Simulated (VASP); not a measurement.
# AlN (Imm2) in VASP: further runs

AlN is run at these levels: LDA; tasks: single point.

Program: VASP 6.6.1. These are calculated values, not measurements. Logs are shortened: lines on timing, memory, paths and dates and some standing lists are left out, and cuts for length are marked.

### 1 The cell of the first run

Symmetry: Imm2, No. 44, orthorhombic system. The conventional cell has a = 3.089 Å, b = 3.089 Å, c = 4.368 Å, α = 90.00°, β = 90.00°, γ = 90.00°. Al (site symmetry mm2) has 4 N at 1.80 to 1.99 Å within 2.4 Å. N (site symmetry mm2) has 4 Al at 1.80 to 1.99 Å within 2.4 Å.

### 2 Single point, LDA (mode 4 (647.2 1/cm) frozen in, largest displacement +0.113 Å)

File INCAR:

```
PREC = Accurate
ENCUT = 520
EDIFF = 1E-6
ISMEAR = 0
SIGMA = 0.05
LREAL = F
LASPH = T
NELM = 100
ALGO = Normal
ISIF = 2
LWAVE = F
LCHARG = F
GGA = CA
NBANDS = 11
```

File KPOINTS:

```
regular mesh
0
Gamma
  10 10 10
```

File POSCAR:

```
AlN
1.0
    0.0000000000      2.1839935596      2.1839935596
    2.1839935596      0.0000000000      2.1839935596
    2.1839935596      2.1839935596      0.0000000000
Al N
1 1
Direct
   -0.0133705599     -0.0133705599      0.0133705599
    0.7757555705      0.7757555705      0.7242444295
```

Potentials or basis: VASP PAW LDA potentials, release 64 (Al, N).

Started as:

```
cat potpaw_LDA.64/Al/POTCAR potpaw_LDA.64/N/POTCAR > POTCAR
mpirun -np 1 vasp_std > vasp.out
```

OUTCAR:

```text
PREC = Accurate
   ENCUT = 520
   EDIFF = 1E-6
   ISMEAR = 0
   LREAL = F
   LASPH = T
   NELM = 100
   ISIF = 2
   GGA = CA

 ion  position               nearest neighbor table
   1  0.987  0.987  0.013-   2 1.80   2 1.80   2 1.99   2 1.99
   2  0.776  0.776  0.724-   1 1.80   1 1.80   1 1.99   1 1.99

  LATTYP: Found a face centered cubic cell.
 ALAT       =     4.3679871192

  Lattice vectors:

 A1 = (   0.0000000000,   2.1839935596,   2.1839935596)
 A2 = (   2.1839935596,   0.0000000000,   2.1839935596)
 A3 = (   2.1839935596,   2.1839935596,   0.0000000000)

Analysis of symmetry for initial positions (statically):
=====================================================================
 Subroutine PRICEL returns:
 Original cell was already a primitive cell.

 Routine SETGRP: Setting up the symmetry group for a
 face centered cubic supercell.

 Subroutine GETGRP returns: Found  4 space group operations
 (whereof  4 operations were pure point group operations)
 out of a pool of 48 trial point group operations.

The static configuration has the point symmetry C_2v.

Analysis of symmetry for dynamics (positions and initial velocities):
=====================================================================
 Subroutine PRICEL returns:
 Original cell was already a primitive cell.

 Routine SETGRP: Setting up the symmetry group for a
 face centered cubic supercell.

 Subroutine GETGRP returns: Found  4 space group operations
 (whereof  4 operations were pure point group operations)
 out of a pool of 48 trial point group operations.

The dynamic configuration has the point symmetry C_2v.

 Subroutine INISYM returns: Found  4 space group operations
 (whereof  4 operations are pure point group operations),
 and found     1 'primitive' translations

----------------------------------------------------------------------------------------

                                     Primitive cell

  volume of cell :      20.8345

  direct lattice vectors                    reciprocal lattice vectors
     0.000000000  2.183993560  2.183993560    -0.228938404  0.228938404  0.228938404
     2.183993560  0.000000000  2.183993560     0.228938404 -0.228938404  0.228938404
     2.183993560  2.183993560  0.000000000     0.228938404  0.228938404 -0.228938404

  length of vectors
     3.088633312  3.088633312  3.088633312     0.396532948  0.396532948  0.396532948

  position of ions in fractional coordinates (direct lattice)
     0.986629440  0.986629440  0.013370560
     0.775755571  0.775755571  0.724244429

  ion indices of the primitive-cell ions
   primitive index   ion index
                 1           1
                 2           2

----------------------------------------------------------------------------------------

 KPOINTS: regular mesh

Automatic generation of k-mesh.
 Grid dimensions read from file:
 generate k-points for:   10   10   10

 Generating k-lattice:

  Cartesian coordinates                     Fractional coordinates (reciprocal lattice)
    -0.022893840  0.022893840  0.022893840     0.100000000  0.000000000  0.000000000
     0.022893840 -0.022893840  0.022893840     0.000000000  0.100000000  0.000000000
     0.022893840  0.022893840 -0.022893840     0.000000000  0.000000000  0.100000000

  Length of vectors
     0.039653295  0.039653295  0.039653295

  Shift w.r.t. Gamma in fractional coordinates (k-lattice)
     0.000000000  0.000000000  0.000000000

 Subroutine IBZKPT returns following result:
 ===========================================

 Found    171 irreducible k-points:

 Following reciprocal coordinates:
            Coordinates               Weight
  0.000000  0.000000  0.000000      1.000000
  0.100000  0.000000  0.000000      4.000000
  0.000000  0.000000  0.100000      4.000000
  0.200000  0.000000  0.000000      4.000000
  0.000000  0.000000  0.200000      4.000000
  0.300000  0.000000  0.000000      4.000000
[... 16 lines left out ...]
  0.000000  0.400000  0.100000      8.000000
  0.100000  0.000000  0.400000      8.000000
 [... further k-points ...]
   k-points           NKPTS =    171   k-points in BZ     NKDIM =    171   number of bands    NBANDS=     11
   number of dos      NEDOS =    301   number of ions     NIONS =      2
   total plane-waves  NPLWV =  13824
   dimension x,y,z NGX =    24 NGY =   24 NGZ =   24
   dimension x,y,z NGXF=    48 NGYF=   48 NGZF=   48
   ions per type =               1   1
   NGX,Y,Z   is equivalent  to a cutoff of  12.92, 12.92, 12.92 a.u.
   NGXF,Y,Z  is equivalent  to a cutoff of  25.84, 25.84, 25.84 a.u.
 SYSTEM =  unknown system
   PREC   = accura    normal or accurate (medium, high low for compatibility)
   ISTART =      0    job   : 0-new  1-cont  2-samecut
   ICHARG =      2    charge: 1-file 2-atom 10-const
   ISPIN  =      1    spin polarized calculation?
   LNONCOLLINEAR =      F non collinear calculations
   LSORBIT =      F    spin-orbit coupling
   LASPH  =      T    aspherical Exc in radial PAW
   ENCUT  =  520.0 eV  38.22 Ry    6.18 a.u.   5.74  5.74  5.74*2*pi/ulx,y,z
   NELM   =    100;   NELMIN=  2; NELMDL= -5     # of ELM steps
   EDIFF  = 0.1E-05   stopping-criterion for ELM
   LREAL  =      F    real-space projection
   EDIFFG = 0.1E-04   stopping-criterion for IOM
   NSW    =      0    number of steps for IOM
   IBRION =     -1    ionic relax: 0-MD 1-quasi-New 2-CG
   NFREE  =      0    steps in history (QN), initial steepest desc. (CG)
   ISIF   =      2    stress and relaxation
   ISYM   =      2    0-nonsym 1-usesym 2-fastsym
   POTIM  = 0.5000    time-step for ionic-motion
   TEBEG  =    0.0;   TEEND  =   0.0 temperature during run
   PSTRESS=    0.0 pullay stress
   NELECT =       8.0000    total number of electrons
   NUPDOWN=      -1.0000    fix difference up-down
   EMIN   =  10.00;   EMAX   =-10.00  energy-range for DOS
   EFERMI =   0.00;   METHOD = LEGACY
   ISMEAR =     0;   SIGMA  =   0.05  broadening in eV -4-tet -1-fermi 0-gaus
   EFERMI_NEDOS =   21; number of points for ismear=-14 and -15
   IALGO  =     38    algorithm
   IMIX   =      4    mixing-type and parameters
     AMIX     =   0.40;   BMIX     =  1.00
     AMIX_MAG =   1.60;   BMIX_MAG =  1.00
  volume/ion in A,a.u.               =      10.42        70.30
  Fermi-wavevector in a.u.,A,eV,Ry     =   1.189899  2.248583 19.263943  1.415860
  Thomas-Fermi vector in A             =   2.325996
   LORBIT       =      0    0 simple, 1 ext, 2 COOP (PROOUT), +10 PAW based schemes
   GGA     = CA    functional components
   LHFCALC =     F    Hartree Fock is set to
   AEXX    =    0.0000 exact exchange contribution
   IVDW    =     0    specifies the selected vdW correction
   LEPSILON=     F    determine dielectric tensor
   LRPA    =     F    only Hartree local field effects (RPA)
 non-spin polarized calculation
 Gauss-broadening in eV      SIGMA  =   0.05
  energy-cutoff  :      520.00
  volume of cell :       20.83
 maximum number of plane-waves:       571
   NGX = 11   NGY = 11   NGZ = 11

 number of electron       8.0000000 magnetization

 Free energy of the ion-electron system (eV)
  ---------------------------------------------------
  ext. energy  EPLUGINS =         0.00000000
  ---------------------------------------------------
  free energy    TOTEN  =       -16.16450659 eV

  energy without entropy =      -16.16450659  energy(sigma->0) =      -16.16450659

 E-fermi :   6.4352     XC(G=0): -11.2624

 val. band max:        6.1140244169   @ k =   0.0000   0.0000   0.0000
 cond. band min:       8.9024082720   @ k =   0.0000   0.5000   0.5000
 fundamental gap:      2.7883838551
 Fermi energy:         6.4352190007

 k-point     1 :       0.0000    0.0000    0.0000
  band No.  band energies     occupation
      1      -9.1249      2.00000
      2       5.2316      2.00000
      3       5.7256      2.00000
      4       6.1140      2.00000
      5       9.8717      0.00000
      6      17.9890      0.00000
      7      18.0756      0.00000
      8      18.1016      0.00000
      9      23.0471      0.00000
     10      23.1948      0.00000
     11      23.9332      0.00000

 k-point     2 :       0.1000    0.0000    0.0000
  band No.  band energies     occupation
      1      -8.9769      2.00000
      2       5.0708      2.00000
      3       5.1837      2.00000
      4       5.8572      2.00000
      5      10.5693      0.00000
      6      17.4817      0.00000
      7      18.2374      0.00000
      8      18.2446      0.00000
      9      22.0867      0.00000
     10      22.1197      0.00000
     11      23.5123      0.00000

 k-point     3 :       0.0000    0.0000    0.1000
  band No.  band energies     occupation
      1      -8.9746      2.00000
      2       4.5892      2.00000
      3       5.5729      2.00000
      4       6.0559      2.00000
      5      10.4614      0.00000
      6      17.5267      0.00000
      7      18.1215      0.00000
      8      18.4522      0.00000
      9      21.7367      0.00000
     10      21.9141      0.00000
     11      24.1085      0.00000

 k-point     4 :       0.2000    0.0000    0.0000
  band No.  band energies     occupation
      1      -8.5548      2.00000
      2       3.4447      2.00000
      3       5.0639      2.00000
      4       5.6938      2.00000
      5      11.7107      0.00000
      6      16.7368      0.00000
      7      17.9440      0.00000
      8      18.2117      0.00000
      9      21.5531      0.00000
     10      21.9038      0.00000
     11      22.7007      0.00000
[... 239 lines left out ...]
 k-point    22 :       0.4000    0.1000    0.0000
  band No.  band energies     occupation
      1      -7.4086      2.00000
      2       0.9132      2.00000
      3       4.6153      2.00000
      4       5.1409      2.00000
      5      12.9850      0.00000
      6      15.0922      0.00000
      7      17.0975      0.00000
      8      17.6400      0.00000
      9      22.0155      0.00000
     10      24.3697      0.00000
     11      24.8609      0.00000

 k-point    23 :       0.0000    0.4000    0.1000
  band No.  band energies     occupation
      1      -7.4113      2.00000
      2       0.9403      2.00000
      3       4.5702      2.00000
      4       5.1620      2.00000
      5      12.9880      0.00000
      6      15.0503      0.00000
      7      17.0606      0.00000
      8      17.6066      0.00000
      9      22.2064      0.00000
     10      23.9313      0.00000
     11      25.4434      0.00000

 k-point    24 :       0.1000    0.0000    0.4000
  band No.  band energies     occupation
      1      -7.3782      2.00000
      2       0.6525      2.00000
      3       4.9441      2.00000
      4       5.3362      2.00000
      5      12.7581      0.00000
      6      15.0558      0.00000
      7      17.0124      0.00000
      8      17.8811      0.00000
      9      21.6825      0.00000
     10      24.5254      0.00000
     11      24.8121      0.00000

 [... further k-points ...]
[... 5 lines left out ...]
  --------------------------------------------------------------------------------------
  -------------------------------------------------------------------------------------
  Total        0.3174656      0.3174656     -0.4085423      1.5567286      0.0000000      0.0000000
  in kB       24.4131133     24.4131133    -31.4169165    119.7124807      0.0000000      0.0000000
  external PRESSURE =       5.8031034 kB  Pullay stress =       0.0000000 kB

 VOLUME and BASIS-vectors are now :
 -----------------------------------------------------------------------------
  energy-cutoff  :      520.00
  volume of cell :       20.83
      direct lattice vectors                 reciprocal lattice vectors
     0.000000000  2.183993560  2.183993560    -0.228938404  0.228938404  0.228938404
     2.183993560  0.000000000  2.183993560     0.228938404 -0.228938404  0.228938404
     2.183993560  2.183993560  0.000000000     0.228938404  0.228938404 -0.228938404

 POSITION                                       TOTAL-FORCE (eV/Angst)
 -----------------------------------------------------------------------------------
      2.18399      2.18399      4.30958         0.000000      0.000000      2.403333
      3.27599      3.27599      3.38849        -0.000000     -0.000000     -2.403333
 -----------------------------------------------------------------------------------
    total drift:                               -0.000000     -0.000000     -0.000426

  FREE ENERGIE OF THE ION-ELECTRON SYSTEM (eV)
  ---------------------------------------------------
  free  energy   TOTEN  =       -16.1645065941 eV

  energy  without entropy=      -16.1645065941  energy(sigma->0) =      -16.16450659
```

Run time: 20 s. Hardware: 1 thread of Intel Xeon Platinum 8259CL at 2.50GHz (Skylake/Cascade Lake), shared host; peak memory 0.15 GiB.

Results:

```yaml
Free_energy: -16.1645 eV
Pressure: 0.6 GPa
Largest_force: 2.403 eV/Å
Band_gap_on_the_k_mesh: 2.79 eV, indirect (least direct gap 3.76 eV)
```

Forces in eV/Å, atoms in the order of the input:
```
Al   0.000  0.000  2.403
N    0.000  0.000 -2.403
```

Stress tensor (GPa, compression positive):
```
 2.44 11.97  0.00
11.97  2.44  0.00
 0.00  0.00 -3.14
```

Caveat: the cell differs from its parent crystal (mode 4 (647.2 1/cm) frozen in, largest displacement +0.113 Å); forces of over 1 eV/Å act on the atoms, so gaps and moduli don't describe the material at rest. A k mesh can miss the band edges.

(Part 1 of 2 ends here.)
